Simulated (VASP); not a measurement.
CaO: single point with r2SCAN

The system is CaO.

```xyz
2
Lattice="0.0000 2.6067 2.6067 2.6067 0.0000 2.6067 2.6067 2.6067 0.0000" Properties=species:S:1:pos:R:3 pbc="T T T"
Ca    0.0000    0.0000    0.0000
O     1.3034    1.3034    1.3034
```

```
Program             : VASP 6.6.1
Task                : single point
Functional          : r2SCAN
Potentials or basis : VASP PAW PBE potentials, release 64 (Ca_sv, O)
Cutoff              : 660 eV
k mesh              : 6 × 6 × 6
Occupations         : gaussian, width 0.05 eV
Spin                : no spin polarisation
```

```json
{"Pressure": "0.8 GPa", "Band gap on the k mesh": "3.74 eV (least direct gap 4.36 eV)"}
```

Levels at points of the mesh, in eV from the valence-band top:
```tsv
k point	band 5	band 6	band 7	band 8	band 9	band 10	band 11	band 12
(0.00, 0.00, 0.00)	-15.75	-0.62	-0.62	-0.62	3.74	8.66	8.66	10.29
(0.50, 0.00, 0.00)	-15.02	-0.99	-0.36	-0.36	6.59	8.54	8.54	8.82
(0.50, 0.50, 0.00)	-14.81	-1.42	0.00	0.00	5.34	7.22	9.75	10.04
```

It took 48 s on 1 thread of Intel(R) Xeon(R) Platinum 8488C (Sapphire Rapids), with other jobs on the host, peak memory 0.18 GiB.

Caveat: the structure was generated, so it needn't be the stable form of CaO; the PAW data sets were made with another functional, which shifts forces and pressure a little. A k mesh can miss the band edges.
